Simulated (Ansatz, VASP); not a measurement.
One calculation of LiF, two programs

Contents of INCAR:

```
SYSTEM = LiF
PREC     = Accurate       ! precision mode
ENCUT    = 520            ! plane-wave cutoff, eV
EDIFF    = 1E-6           ! SCF threshold, eV
ISMEAR   = -1             ! smearing method
SIGMA    = 0.03           ! smearing width, eV
LREAL    = .FALSE.        ! projectors in reciprocal space
LASPH    = .TRUE.         ! aspherical terms in the spheres
NELM     = 60             ! most SCF steps
ALGO     = Normal         ! electronic algorithm
ISIF     = 2              ! what is computed and relaxed
LWAVE    = .FALSE.        ! write WAVECAR
LCHARG   = .FALSE.        ! write CHGCAR
GGA      = PE             ! functional
NBANDS   = 12             ! bands
```

File KPOINTS:

```
Automatic mesh
0
G
  10 10 10
  0 0 0
```

The input POSCAR:

```
LiF
1.0
    0.0000000000      2.0306453829      2.0306453829
    2.0306453829      0.0000000000      2.0306453829
    2.0306453829      2.0306453829      0.0000000000
Li F
1 1
Direct
    0.0000000000      0.0000000000      0.0000000000
    0.5000000000      0.5000000000      0.5000000000
```

Input for Ansatz:

```yaml
crystal:
  lattice:
    - [0.0, 2.0306453829, 2.0306453829]
    - [2.0306453829, 0.0, 2.0306453829]
    - [2.0306453829, 2.0306453829, 0.0]
  atoms:
    - { symbol: Li, position: [0.0, 0.0, 0.0] }
    - { symbol: F, position: [0.5, 0.5, 0.5] }
kpoints:
  mp_grid: { grid: [10, 10, 10] }
scf:
  occupations: { method: fermi_dirac, width: 0.03 }
hamiltonian:
  xc: pbe
  pseudopotentials: { kind: all_electron, lapw: { basis_error: 0.001 } }
output:
  forces: true
  stress: true
  eigenvalues: true
```

Change from the starting cell: volume scaled by 1.025.

Alike in both runs: task single point; functional PBE; k mesh 10 × 10 × 10; occupations fermi-dirac, width 0.03 eV; no spin polarisation.

```csv
,VASP,Ansatz
version,VASP 6.6.1,Ansatz 0.2.0
potentials or method,"VASP PAW PBE potentials, release 64 (Li_sv, F), cutoff 520 eV","all-electron LAPW, scalar-relativistic"
```

Ansatz gave:

- gap on the k mesh at the Fermi level (eV): 8.85

Question: Which values does VASP return?

Answer: gap on the k mesh at the Fermi level (eV): 8.87.

Ansatz ran all-electron here, and VASP with PAW potentials.

Noted on VASP's run: the cutoff is short for stress, so the pressure is rough.
